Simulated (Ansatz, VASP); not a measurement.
**GaN in VASP and in Ansatz**

File INCAR:

```
PREC     = Accurate       # precision mode
ENCUT    = 600            # plane-wave cutoff, eV
EDIFF    = 1E-6           # SCF threshold, eV
ISMEAR   = -1             # smearing method
SIGMA    = 0.05           # smearing width, eV
LREAL    = False          # projectors in reciprocal space
LASPH    = True           # aspherical terms in the spheres
NELM     = 120            # most SCF steps
ALGO     = Normal         # electronic algorithm
ISIF     = 2              # what is computed and relaxed
LWAVE    = False          # write WAVECAR
LCHARG   = False          # write CHGCAR
GGA      = LIBXC          # functional
LIBXC1   = GGA_X_B88    
LIBXC2   = GGA_C_PBE    
NBANDS   = 16             # bands
GGA_COMPAT= False
```

The input KPOINTS:

```
Automatic mesh
0
Gamma
  10 10 10
```

File POSCAR:

```
GaN
1.0
    0.0000000000      2.2535006075      2.2535006075
    2.2535006075      0.0000000000      2.2535006075
    2.2535006075      2.2535006075      0.0000000000
Ga N
1 1
Direct
    0.0000000000      0.0000000000      0.0000000000
    0.2500000000      0.2500000000      0.2500000000
```

input.yaml

```yaml
crystal:
  lattice:
    - [0.0, 2.2535006075, 2.2535006075]
    - [2.2535006075, 0.0, 2.2535006075]
    - [2.2535006075, 2.2535006075, 0.0]
  atoms:
    - { symbol: Ga, position: [0.0, 0.0, 0.0] }
    - { symbol: "N", position: [0.25, 0.25, 0.25] }
hamiltonian:
  xc: { exchange: b88, correlation: pbe }
  pseudopotentials: { kind: paw }
kpoints:
  mp_grid: { grid: [10, 10, 10] }
  band_path:
    path:
      - [[0.0, 0.0, 0.0], [0.5, 0.0, 0.5], [0.5, 0.25, 0.75], [0.375, 0.375, 0.75], [0.0, 0.0, 0.0], [0.5, 0.5, 0.5], [0.625, 0.25, 0.625], [0.5, 0.25, 0.75], [0.5, 0.5, 0.5], [0.375, 0.375, 0.75]]
      - [[0.625, 0.25, 0.625], [0.5, 0.0, 0.5]]
    npoints: 14
scf:
  occupations: { method: fermi_dirac, width: 0.05 }
  n_extra_bands: 6
output:
  forces: true
  stress: true
  eigenvalues: true
  fatbands: true
```

Alike in both runs: functional b88 exchange, pbe correlation; k mesh 10 × 10 × 10; occupations fermi-dirac, width 0.05 eV; no spin polarisation.

```csv
,VASP,Ansatz
version,VASP 6.6.1,Ansatz 0.2.0
potentials or method,"VASP PAW PBE potentials, release 64 (Ga_d, N)",Ansatz PAW
plane-wave cutoff (eV),600,420
valence electrons in the cell,18,18
task,single point,band structure
```

|  | VASP | Ansatz | Ansatz less VASP |
| --- | --- | --- | --- |
| gap on the k mesh at the Fermi level (eV) | 1.73 | 1.71 | -0.019 |
| least direct gap on the mesh (eV) | 1.73 | 1.71 | -0.019 |
| pressure (GPa) | 4.5 | 4.6 | +0.11 |

VASP's potentials were made for PBE, not for b88 exchange, pbe correlation.
